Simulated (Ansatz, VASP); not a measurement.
**Gd: VASP beside Ansatz**

```
CELL_PARAMETERS angstrom
-1.97832 1.97832 1.97832
1.97832 -1.97832 1.97832
1.97832 1.97832 -1.97832
ATOMIC_POSITIONS crystal
Gd 0.00000 0.00000 0.00000
```

Alike in both runs: functional PBEsol; k mesh 14 × 14 × 14; occupations fermi-dirac, width 0.08 eV; collinear spin.

Ansatz relaxed the structure, and its values are those at the end. VASP's run is a single point on that final structure, the one shown.

|  | VASP | Ansatz |
| --- | --- | --- |
| version | VASP 6.6.1 | Ansatz 0.2.0 |
| potentials or method | VASP PAW PBE potentials, release 64 (Gd) | PAW with Ansatz's default frozen-core files, scalar-relativistic |
| plane-wave cutoff (eV) | 600 | 420 |
| valence electrons in the cell | 18 | 18 |

```csv
,VASP,Ansatz,Ansatz less VASP
pressure (GPa),0.4,0.0,-0.35
net moment per atom (μB),7.60,7.60,0.000
size of the moment on the site where the two differ most (μB),7.01,7.32,+0.312
```

VASP's potentials were made for PBE, not for PBEsol. Site moments also hang on the region over which each program counts them. With one functional, cell and mesh, what is left measures potentials, basis and numerics.

Spin-orbit coupling is off throughout.
